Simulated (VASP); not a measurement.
# KCdI3 in VASP: notebook

The runs below take KCdI3 through single point, with PBE, r2SCAN.

Program: VASP 6.6.1. These are calculated values, not measurements. Logs are shortened: lines on timing, memory, paths and dates and some standing lists are left out, and cuts for length are marked.

### 1 The cell of the first run

The structure is tetragonal, space group P4/mmm (No. 123). Conventional cell: a = 5.878 Å, b = 5.878 Å, c = 5.983 Å, α = 90.00°, β = 90.00°, γ = 90.00°. Within 5.5 Å of K (site symmetry 4/mmm) lie 12 I at 4.16 to 4.19 Å and 8 Cd at 5.12 Å. Within 3.9 Å of Cd (site symmetry 4/mmm) lie 6 I at 2.94 to 2.99 Å. I (site symmetry 4/mmm) has 2 Cd at 2.99 Å within 3.9 Å. I (site symmetry mmm) has 2 Cd at 2.94 Å within 3.9 Å.

### 2 Single point, PBE (epitaxial xy strain -1.0%)

Contents of INCAR:

```
PREC     = Accurate       # precision mode
ENCUT    = 520            # plane-wave cutoff, eV
EDIFF    = 1E-6           # SCF threshold, eV
ISMEAR   = -1             # smearing method
SIGMA    = 0.02           # smearing width, eV
LREAL    = False          # projectors in reciprocal space
LASPH    = True           # aspherical terms in the spheres
NELM     = 100            # most SCF steps
ALGO     = Normal         # electronic algorithm
ISIF     = 2              # what is computed and relaxed
LWAVE    = False          # write WAVECAR
LCHARG   = False          # write CHGCAR
GGA      = PE             # functional
NBANDS   = 29             # bands
```

Contents of KPOINTS:

```
regular mesh
0
Gamma
  4 4 4
```

Contents of POSCAR:

```
KCdI3
1.0
    5.8776154400      0.0000000000      0.0000000000
    0.0000000000      5.8776154400      0.0000000000
    0.0000000000      0.0000000000      5.9828483009
K Cd I
1 1 3
Direct
    0.0000000000      0.0000000000      0.0000000000
    0.5000000000      0.5000000000      0.5000000000
    0.5000000000      0.5000000000      0.0000000000
    0.5000000000      0.0000000000      0.5000000000
    0.0000000000      0.5000000000      0.5000000000
```

Potentials or basis: VASP PAW PBE potentials, release 64 (K_sv, Cd, I).

On the command line:

```console
cat potpaw_PBE.64/K_sv/POTCAR potpaw_PBE.64/Cd/POTCAR potpaw_PBE.64/I/POTCAR > POTCAR
mpirun -np 1 vasp_std > vasp.out
```

OUTCAR:

```text
PREC = Accurate
   ENCUT = 520
   EDIFF = 1E-6
   ISMEAR = -1
   LREAL = False
   LASPH = True
   NELM = 100
   ISIF = 2
   GGA = PE

 ion  position               nearest neighbor table
   1  0.000  0.000  0.000-
   2  0.500  0.500  0.500-   4 2.94   5 2.94   4 2.94   5 2.94   3 2.99   3 2.99
   3  0.500  0.500  0.000-   2 2.99   2 2.99
   4  0.500  0.000  0.500-   2 2.94   2 2.94
   5  0.000  0.500  0.500-   2 2.94   2 2.94

  LATTYP: Found a simple tetragonal cell.
 ALAT       =     5.8776154400
 C/A-ratio  =     1.0179040058

  Lattice vectors:

 A1 = (   5.8776154400,   0.0000000000,   0.0000000000)
 A2 = (   0.0000000000,   5.8776154400,   0.0000000000)
 A3 = (   0.0000000000,   0.0000000000,   5.9828483009)

Analysis of symmetry for initial positions (statically):
=====================================================================
 Subroutine PRICEL returns:
 Original cell was already a primitive cell.

 Routine SETGRP: Setting up the symmetry group for a
 simple tetragonal supercell.

 Subroutine GETGRP returns: Found 16 space group operations
 (whereof 16 operations were pure point group operations)
 out of a pool of 16 trial point group operations.

The static configuration has the point symmetry D_4h.

Analysis of symmetry for dynamics (positions and initial velocities):
=====================================================================
 Subroutine PRICEL returns:
 Original cell was already a primitive cell.

 Routine SETGRP: Setting up the symmetry group for a
 simple tetragonal supercell.

 Subroutine GETGRP returns: Found 16 space group operations
 (whereof 16 operations were pure point group operations)
 out of a pool of 16 trial point group operations.

The dynamic configuration has the point symmetry D_4h.

 Subroutine INISYM returns: Found 16 space group operations
 (whereof 16 operations are pure point group operations),
 and found     1 'primitive' translations

----------------------------------------------------------------------------------------

                                     Primitive cell

  volume of cell :     206.6857

  direct lattice vectors                    reciprocal lattice vectors
     5.877615440  0.000000000  0.000000000     0.170137024  0.000000000  0.000000000
     0.000000000  5.877615440  0.000000000     0.000000000  0.170137024  0.000000000
     0.000000000  0.000000000  5.982848301     0.000000000  0.000000000  0.167144469

  length of vectors
     5.877615440  5.877615440  5.982848301     0.170137024  0.170137024  0.167144469

  position of ions in fractional coordinates (direct lattice)
     0.000000000  0.000000000  0.000000000
     0.500000000  0.500000000  0.500000000
     0.500000000  0.500000000  0.000000000
     0.500000000  0.000000000  0.500000000
     0.000000000  0.500000000  0.500000000

  ion indices of the primitive-cell ions
   primitive index   ion index
                 1           1
                 2           2
                 3           3
                 4           4
                 5           5

----------------------------------------------------------------------------------------

 KPOINTS: regular mesh

Automatic generation of k-mesh.
 Grid dimensions read from file:
 generate k-points for:    4    4    4

 Generating k-lattice:

  Cartesian coordinates                     Fractional coordinates (reciprocal lattice)
     0.042534256  0.000000000  0.000000000     0.250000000  0.000000000  0.000000000
     0.000000000  0.042534256  0.000000000     0.000000000  0.250000000  0.000000000
     0.000000000  0.000000000  0.041786117     0.000000000  0.000000000  0.250000000

  Length of vectors
     0.042534256  0.042534256  0.041786117

  Shift w.r.t. Gamma in fractional coordinates (k-lattice)
     0.000000000  0.000000000  0.000000000

 Subroutine IBZKPT returns following result:
 ===========================================

 Found     18 irreducible k-points:

 Following reciprocal coordinates:
            Coordinates               Weight
  0.000000  0.000000  0.000000      1.000000
[... 42 lines left out ...]
  free energy    TOTEN  =       -10.58162192 eV

  energy without entropy =      -10.57961657  energy(sigma->0) =      -10.58061925

 E-fermi :   1.0540     XC(G=0):  -7.6989

 val. band max:        1.0283023212   @ k =   0.5000   0.5000   0.5000
 cond. band min:       2.1294395015   @ k =   0.0000   0.0000   0.2500
 fundamental gap:      1.1011371803
 Fermi energy:         1.0540281838

 k-point     1 :       0.0000    0.0000    0.0000
  band No.  band energies     occupation
      1     -28.8267      2.00000
      2     -12.2834      2.00000
      3     -12.2810      2.00000
      4     -12.2810      2.00000
      5     -10.8503      2.00000
      6     -10.2723      2.00000
[... 21 lines left out ...]
     28       6.7281      0.00000
     29       9.1245      0.00000

 k-point     2 :       0.2500    0.0000    0.0000
  band No.  band energies     occupation
      1     -28.8267      2.00000
      2     -12.2860      2.00000
      3     -12.2832      2.00000
      4     -12.2808      2.00000
      5     -10.7530      2.00000
      6     -10.2932      2.00000
[... 21 lines left out ...]
     28       7.2112      0.00000
     29       8.5349      0.00000

 k-point     3 :       0.5000    0.0000    0.0000
  band No.  band energies     occupation
      1     -28.8267      2.00000
      2     -12.2908      2.00000
      3     -12.2830      2.00000
      4     -12.2805      2.00000
      5     -10.6256      2.00000
      6     -10.3420      2.00000
[... 21 lines left out ...]
     28       7.6495      0.00000
     29       7.9974      0.00000

 k-point     4 :       0.2500    0.2500    0.0000
  band No.  band energies     occupation
      1     -28.8267      2.00000
      2     -12.2857      2.00000
      3     -12.2837      2.00000
      4     -12.2830      2.00000
      5     -10.6582      2.00000
      6     -10.2997      2.00000
[... 405 lines left out ...]
     28       7.8567      0.00000
     29       8.2111      0.00000

 k-point    17 :       0.5000    0.2500    0.5000
  band No.  band energies     occupation
      1     -28.8266      2.00000
      2     -12.2868      2.00000
      3     -12.2852      2.00000
      4     -12.2818      2.00000
      5     -10.4105      2.00000
      6     -10.3268      2.00000
[... 21 lines left out ...]
     28       7.5148      0.00000
     29       8.2028      0.00000

 k-point    18 :       0.5000    0.5000    0.5000
  band No.  band energies     occupation
      1     -28.8266      2.00000
      2     -12.2853      2.00000
      3     -12.2835      2.00000
      4     -12.2835      2.00000
      5     -10.3254      2.00000
      6     -10.3254      2.00000
[... 21 lines left out ...]
     28       7.5996      0.00000
     29       7.6521      0.00000

------------------------ aborting loop because EDIFF is reached ----------------------------------------

  FORCE on cell =-STRESS in cart. coord.  units (eV):
  Direction    XX          YY          ZZ          XY          YZ          ZX
  --------------------------------------------------------------------------------------
  -------------------------------------------------------------------------------------
  Total        1.3919234      1.3919234      0.8207675      0.0000000      0.0000000     -0.0000000
  in kB       10.7898546     10.7898546      6.3623921      0.0000000      0.0000000     -0.0000000
  external PRESSURE =       9.3140338 kB  Pullay stress =       0.0000000 kB

 VOLUME and BASIS-vectors are now :
 -----------------------------------------------------------------------------
  energy-cutoff  :      520.00
  volume of cell :      206.69
      direct lattice vectors                 reciprocal lattice vectors
     5.877615440  0.000000000  0.000000000     0.170137024  0.000000000  0.000000000
     0.000000000  5.877615440  0.000000000     0.000000000  0.170137024  0.000000000
     0.000000000  0.000000000  5.982848301     0.000000000  0.000000000  0.167144469

 POSITION                                       TOTAL-FORCE (eV/Angst)
 -----------------------------------------------------------------------------------
      0.00000      0.00000      0.00000         0.000000      0.000000      0.000000
      2.93881      2.93881      2.99142         0.000000      0.000000      0.000000
      2.93881      2.93881      0.00000         0.000000      0.000000      0.000000
      2.93881      0.00000      2.99142         0.000000      0.000000      0.000000
      0.00000      2.93881      2.99142         0.000000      0.000000      0.000000
 -----------------------------------------------------------------------------------
    total drift:                                0.000000     -0.000000     -0.000000

  FREE ENERGIE OF THE ION-ELECTRON SYSTEM (eV)
  ---------------------------------------------------
  free  energy   TOTEN  =       -10.5816219229 eV

  energy  without entropy=      -10.5796165684  energy(sigma->0) =      -10.58061925
```

Run time: 57 s. Hardware: 1 thread of Intel Xeon 6975P-C (Granite Rapids), shared host; peak memory 0.38 GiB.

Results:

- Free energy: -10.5816 eV
- Pressure: 0.9 GPa
- Band gap on the k mesh: zero (band 21 reaches 1.03 eV, above the bottom of band 22 at 0.76 eV)

Stress tensor (GPa, compression positive):
```
1.08 0.00 0.00
0.00 1.08 0.00
0.00 0.00 0.64
```

Levels at points of the mesh, in eV from the Fermi level:
```csv
k point,band 17,band 18,band 19,band 20,band 21,band 22,band 23,band 24,band 25,band 26
"(0.00, 0.00, 0.00)",-0.80,-0.80,-0.55,-0.55,-0.52,-0.29,3.32,5.08,5.11,5.61
"(0.50, 0.00, 0.00)",-1.13,-1.12,-1.03,-0.67,-0.65,2.75,4.76,5.04,6.13,6.40
"(0.50, 0.50, 0.00)",-1.27,-1.14,-1.14,-0.15,-0.04,4.26,4.93,4.93,5.25,5.99
"(0.00, 0.00, 0.50)",-1.07,-1.07,-1.02,-0.66,-0.66,2.52,4.67,5.05,6.05,6.42
"(0.50, 0.00, 0.50)",-1.32,-1.12,-1.08,-0.19,-0.07,4.10,4.84,4.98,5.29,6.09
"(0.50, 0.50, 0.50)",-0.19,-0.13,-0.05,-0.05,-0.03,3.81,4.09,4.24,4.24,5.71
```

Caveat: the cell differs from its parent crystal (epitaxial xy strain -1.0%); spin-orbit coupling is left out, which moves the levels of the heavy elements.

### 3 Single point, PBE (uniaxial z strain +1.0%)

Contents of INCAR:

```
SYSTEM = KCdI3
ALGO = Normal
EDIFF = 1E-6
ENCUT = 520
GGA = PE
ISIF = 2
ISMEAR = -1
LASPH = .True.
LCHARG = .False.
LREAL = .False.
LWAVE = .False.
NBANDS = 29
NELM = 100
PREC = Accurate
SIGMA = 0.02
```

Contents of KPOINTS:

```
k-points
0
Gamma
  4 4 4
  0 0 0
```

POSCAR, as its differences from that of step 2:

```diff
@@ -2,5 +2,5 @@
 1.0
-    5.8776154400      0.0000000000      0.0000000000
-    0.0000000000      5.8776154400      0.0000000000
-    0.0000000000      0.0000000000      5.9828483009
+    5.9369852929      0.0000000000      0.0000000000
+    0.0000000000      5.9369852929      0.0000000000
+    0.0000000000      0.0000000000      5.9963551458
 K Cd I
```

Potentials or basis: VASP PAW PBE potentials, release 64 (K_sv, Cd, I).

On the command line:

```console
cat potpaw_PBE.64/K_sv/POTCAR potpaw_PBE.64/Cd/POTCAR potpaw_PBE.64/I/POTCAR > POTCAR
mpirun -np 1 vasp_std > vasp.out
```

Wall time 59 s (1 thread of Intel Xeon 6975P-C (Granite Rapids), shared host); peak memory 0.38 GiB.

Results (log left out):

```yaml
Free_energy: -10.6038 eV
Pressure: 0.4 GPa
Band_gap_on_the_k_mesh: zero (band 21 reaches 0.86 eV, above the bottom of band 22 at 0.57 eV)
```

Stress tensor (GPa, compression positive):
```
0.50 0.00 0.00
0.00 0.50 0.00
0.00 0.00 0.28
```

Levels at points of the mesh, in eV from the Fermi level:
```csv
k point,band 18,band 19,band 20,band 21,band 22,band 23,band 24,band 25
"(0.00, 0.00, 0.00)",-0.77,-0.52,-0.52,-0.51,-0.32,3.31,5.12,5.14
"(0.50, 0.00, 0.00)",-1.07,-0.98,-0.64,-0.63,2.63,4.74,5.04,6.02
"(0.50, 0.50, 0.00)",-1.08,-1.08,-0.18,-0.05,4.10,4.90,4.90,5.23
"(0.00, 0.00, 0.50)",-1.04,-0.97,-0.63,-0.63,2.51,4.69,5.04,5.97
"(0.50, 0.00, 0.50)",-1.07,-1.05,-0.21,-0.06,4.01,4.85,4.94,5.25
"(0.50, 0.50, 0.50)",-0.17,-0.05,-0.05,-0.03,3.83,4.13,4.21,4.21
```

Caveat: the cell differs from its parent crystal (uniaxial z strain +1.0%); spin-orbit coupling is left out, which moves the levels of the heavy elements.

### 4 Single point, PBE (shear xy strain +2.0%)

Contents of INCAR:

```
ALGO = Normal
EDIFF = 1E-6
ENCUT = 520
GGA = PE
ISIF = 2
ISMEAR = -1
LASPH = True
LCHARG = False
LREAL = False
LWAVE = False
NBANDS = 29
NELM = 60
PREC = Accurate
SIGMA = 0.02
```

Contents of KPOINTS:

```
k-points
0
Gamma
  4 4 4
```

POSCAR, as its differences from that of step 3:

```diff
@@ -2,5 +2,5 @@
 1.0
-    5.9369852929      0.0000000000      0.0000000000
-    0.0000000000      5.9369852929      0.0000000000
-    0.0000000000      0.0000000000      5.9963551458
+    5.9369852929      0.0593698529      0.0000000000
+    0.0593698529      5.9369852929      0.0000000000
+    0.0000000000      0.0000000000      5.9369852929
 K Cd I
```

On the command line:

```console
cat potpaw_PBE.64/K_sv/POTCAR potpaw_PBE.64/Cd/POTCAR potpaw_PBE.64/I/POTCAR > POTCAR
mpirun -np 1 vasp_std > vasp.out
```

Wall time 71 s (1 thread of Intel Xeon 6975P-C (Granite Rapids), shared host); peak memory 0.4 GiB.

Results (log left out):

| Item | Value |
| --- | --- |
| Free energy | -10.5961 eV |
| Pressure | 0.6 GPa |
| Band gap on the k mesh | zero (band 21 reaches 0.93 eV, above the bottom of band 22 at 0.65 eV) |

Stress tensor (GPa, compression positive):
```
 0.64 -0.12  0.00
-0.12  0.64  0.00
 0.00  0.00  0.65
```

Levels at points of the mesh, in eV from the Fermi level:
| k point | band 17 | band 18 | band 19 | band 20 | band 21 | band 22 | band 23 | band 24 | band 25 | band 26 |
| --- | --- | --- | --- | --- | --- | --- | --- | --- | --- | --- |
| (0.00, 0.00, 0.00) | -0.80 | -0.77 | -0.56 | -0.53 | -0.49 | -0.32 | 3.31 | 5.10 | 5.11 | 5.63 |
| (0.50, 0.00, 0.00) | -1.09 | -1.09 | -1.00 | -0.65 | -0.65 | 2.62 | 4.72 | 5.04 | 6.03 | 6.41 |
| (0.50, 0.50, 0.00) | -1.27 | -1.11 | -1.07 | -0.21 | -0.05 | 4.08 | 4.87 | 4.92 | 5.25 | 6.06 |
| (0.00, 0.00, 0.50) | -1.09 | -1.07 | -1.00 | -0.73 | -0.58 | 2.62 | 4.72 | 5.03 | 6.04 | 6.41 |
| (0.50, 0.00, 0.50) | -1.28 | -1.10 | -1.09 | -0.19 | -0.06 | 4.08 | 4.90 | 4.90 | 5.25 | 6.06 |
| (0.50, 0.50, 0.50) | -0.20 | -0.18 | -0.05 | -0.04 | -0.03 | 3.82 | 4.14 | 4.19 | 4.22 | 5.60 |

Caveat: the cell differs from its parent crystal (shear xy strain +2.0%); spin-orbit coupling is left out, which moves the levels of the heavy elements.

### 5 Single point, r2SCAN (epitaxial xy strain -1.0%)

POSCAR, as its differences from that of step 4:

```diff
@@ -2,5 +2,5 @@
 1.0
-    5.9369852929      0.0593698529      0.0000000000
-    0.0593698529      5.9369852929      0.0000000000
-    0.0000000000      0.0000000000      5.9369852929
+    5.8776154400      0.0000000000      0.0000000000
+    0.0000000000      5.8776154400      0.0000000000
+    0.0000000000      0.0000000000      5.9828483009
 K Cd I
```

Contents of INCAR.step1:

```
SYSTEM = KCdI3
  PREC = Accurate
  ENCUT = 520
  ISMEAR = -1
  SIGMA = 0.02
  LREAL = .FALSE.
  LASPH = .TRUE.
  NELM = 80
  NBANDS = 29
  GGA = PE
  ALGO = Normal
  EDIFF = 1E-4
  LWAVE = .TRUE.
  LCHARG = .FALSE.
```

Contents of INCAR.step2:

```
SYSTEM = KCdI3
  PREC = Accurate
  ENCUT = 520
  EDIFF = 1E-6
  ISMEAR = -1
  SIGMA = 0.02
  LREAL = .FALSE.
  LASPH = .TRUE.
  NELM = 80
  ALGO = Normal
  ISIF = 2
  LWAVE = .FALSE.
  LCHARG = .FALSE.
  METAGGA = R2SCAN
  LMIXTAU = .TRUE.
  NBANDS = 29
  ISTART = 1
```

Contents of KPOINTS:

```
Automatic mesh
0
G
  4 4 4
  0 0 0
```

On the command line:

```console
cat potpaw_PBE.64/K_sv/POTCAR potpaw_PBE.64/Cd/POTCAR potpaw_PBE.64/I/POTCAR > POTCAR
cp INCAR.step1 INCAR
mpirun -np 1 vasp_std > vasp.out
cp INCAR.step2 INCAR
mpirun -np 1 vasp_std > vasp.out
```

Run time: 3.3 min. Hardware: 1 thread of Intel Xeon 6975P-C (Granite Rapids), shared host; peak memory 0.43 GiB.

It converged, with:

```yaml
Free_energy: -104.8208 eV
Pressure: 0.4 GPa
Band_gap_on_the_k_mesh: 0.16 eV, indirect (least direct gap 0.68 eV)
```

Stress tensor (GPa, compression positive):
```
0.52 0.00 0.00
0.00 0.52 0.00
0.00 0.00 0.06
```

Levels at points of the mesh, in eV from the valence-band top:
```tsv
k point	band 18	band 19	band 20	band 21	band 22	band 23	band 24	band 25
(0.00, 0.00, 0.00)	-0.81	-0.55	-0.55	-0.53	0.16	3.95	5.58	5.62
(0.50, 0.00, 0.00)	-1.12	-1.03	-0.68	-0.66	3.12	5.33	5.60	6.85
(0.50, 0.50, 0.00)	-1.15	-1.15	-0.17	-0.02	4.73	5.50	5.50	5.95
(0.00, 0.00, 0.50)	-1.09	-1.02	-0.66	-0.66	2.88	5.24	5.62	6.76
(0.50, 0.00, 0.50)	-1.13	-1.10	-0.23	-0.06	4.56	5.40	5.56	5.99
(0.50, 0.50, 0.50)	-0.16	-0.04	-0.04	0.00	4.40	4.68	4.84	4.84
```

Caveat: the cell differs from its parent crystal (epitaxial xy strain -1.0%); the PAW data sets were made with another functional, which shifts forces and pressure a little; spin-orbit coupling is left out, which moves the levels of the heavy elements.

### 6 Overview

```tsv
level	cell	gap on the mesh (eV)	pressure (GPa)
PBE	a = 5.878, b = 5.878, c = 5.983 Å, 5 atoms	none	0.9
PBE	a = 5.937, b = 5.937, c = 5.996 Å, 5 atoms	none	0.4
PBE	a = 5.937 Å, angles 90.0, 90.0, 88.9°, 5 atoms	none	0.6
r2SCAN	a = 5.878, b = 5.878, c = 5.983 Å, 5 atoms	0.16	0.4
```

Alike in all rows: task single point; potentials or basis VASP PAW PBE potentials, release 64 (K_sv, Cd, I); no spin polarisation; k mesh 4 × 4 × 4; cutoff (eV) 520; smearing fermi-dirac 0.02 eV.

Caveats: spin-orbit coupling is left out, which moves the levels of the heavy elements; the PAW data sets were made with another functional, which shifts forces and pressure a little (some runs).

Total energies depend on the potentials used, so only differences within one code and one set of settings carry meaning.
